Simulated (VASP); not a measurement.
## W: single point with PBEsol

W:

```
W
1.0
     0.00000    1.94831    2.10476
     1.94831    0.00000    2.10476
     1.94831    1.94831    0.00000
W
1
Direct
  0.00000 0.00000 0.00000
```

* Program: VASP 6.6.1
* Task: single point
* Functional: PBEsol
* Potentials or basis: VASP PAW PBE potentials, release 64 (W_sv)
* Cutoff: 500 eV
* k mesh: 22 × 22 × 22
* Occupations: gaussian, width 0.15 eV
* Spin: no spin polarisation
* Dipole correction: no
* Further INCAR settings: ALGO = Normal; EDIFF = 1e-06; NBANDS = 13

* Pressure: 0.6 GPa
* Band gap on the k mesh: zero (bands 7 and 8 overlap by 4.16 eV)

Stress tensor (GPa, compression positive):
```
-3.53  0.00  0.00
 0.00 -3.53  0.00
 0.00  0.00  9.00
```

Levels at points of the mesh, in eV from the Fermi level:
```tsv
k point	band 4	band 5	band 6	band 7	band 8	band 9	band 10	band 11
(0.00, 0.00, 0.00)	-37.29	-9.28	-1.43	-0.33	-0.33	1.61	3.28	12.82
(0.50, 0.00, 0.00)	-37.39	-5.89	-1.53	-0.38	0.61	4.77	5.36	10.62
(0.50, 0.50, 0.00)	-37.65	-5.88	-4.71	2.08	5.18	5.78	5.78	12.07
(0.50, 0.00, 0.50)	-37.77	-5.81	-4.84	3.61	4.84	5.16	6.54	10.87
```

Run time: 2.3 min on 1 thread of Intel(R) Xeon(R) Platinum 8259CL CPU @ 2.50GHz (Skylake/Cascade Lake), on a shared host, peak memory 0.26 GiB.

Caveat: the PAW data sets were made with another functional, which shifts forces and pressure a little; spin-orbit coupling is left out, which moves the levels of the heavy elements.
